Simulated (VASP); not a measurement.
A run of VASP 6.6.1 is set up as follows.

INCAR

```
SYSTEM = Si7Ge
PREC = Accurate
ENCUT = 520
EDIFF = 1E-6
ISMEAR = 0
SIGMA = 0.03
LREAL = .False.
LASPH = .True.
NELM = 100
ALGO = Normal
ISIF = 2
LWAVE = .False.
LCHARG = .False.
GGA = PS
NBANDS = 31
```

File KPOINTS:

```
Automatic mesh
0
Gamma
  6 6 6
  0 0 0
```

The input POSCAR:

```
Si7Ge
1.0
    5.4591768144      0.0000000000      0.0000000000
    0.0000000000      5.4591768144      0.0000000000
    0.0000000000      0.0000000000      5.4591768144
Si Ge
7 1
Direct
    0.2525976817      0.2525976817      0.2525976817
    0.0000000000      0.5000000000      0.5000000000
    0.5000000000      0.5000000000      0.0000000000
    0.5000000000      0.0000000000      0.5000000000
    0.7474023183      0.2525976817      0.7474023183
    0.7474023183      0.7474023183      0.2525976817
    0.2525976817      0.7474023183      0.7474023183
    0.0000000000      0.0000000000      0.0137383350
```

Potentials or basis: VASP PAW PBE potentials, release 64 (Si, Ge_d).

The run is started by

```bash
$ cat potpaw_PBE.64/Si/POTCAR potpaw_PBE.64/Ge_d/POTCAR > POTCAR
$ mpirun -np 1 vasp_std > vasp.out
```

(1) Estimate the pressure.

(2) Estimate the band gap on the k mesh.

Answers

(1) 0.1 GPa.

(2) 0.20 eV.

Caveat: the cell differs from its parent crystal (atom 8 (Ge) moved +0.075 Å along Cartesian [0 0 1]); the PAW data sets were made with another functional, which shifts forces and pressure a little.
